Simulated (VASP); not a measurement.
Here is a VASP 6.6.1 calculation.

INCAR

```
SYSTEM = HfB2
PREC = Accurate ; ENCUT = 520
EDIFF = 1E-6 ; ISMEAR = -1
SIGMA = 0.05 ; LREAL = .FALSE.
LASPH = .TRUE. ; NELM = 100
ALGO = Normal ; ISIF = 2
LWAVE = .FALSE. ; LCHARG = .FALSE.
GGA = PE ; NBANDS = 15
```

Contents of KPOINTS:

```
regular mesh
0
G
  10 10 8
  0 0 0
```

The input POSCAR:

```
HfB2
1.0
    3.2015842624      0.0000000000      0.0000000000
   -1.6007921312      2.7726533036      0.0000000000
    0.0000000000      0.0000000000      3.5482526220
Hf B
1 2
Direct
    0.0000000000      0.0000000000      0.0000000000
    0.6666666667      0.3333333333      0.5000000000
    0.3333333333      0.6666666667      0.5000000000
```

Potentials or basis: VASP PAW PBE potentials, release 64 (Hf_pv, B).

The run is started by

```bash
$ cat potpaw_PBE.64/Hf_pv/POTCAR potpaw_PBE.64/B/POTCAR > POTCAR
$ mpirun -np 1 vasp_std > vasp.out
```

Predict the band gap on the k mesh.

zero (band 8 reaches 7.77 eV, above the bottom of band 9 at 7.00 eV).

Predict the pressure.

-12.4 GPa.

Stress tensor (GPa, compression positive):
```
-13.17   0.00   0.00
  0.00 -13.17   0.00
  0.00   0.00 -10.85
```

Caveat: spin-orbit coupling is left out, which moves the levels of the heavy elements.
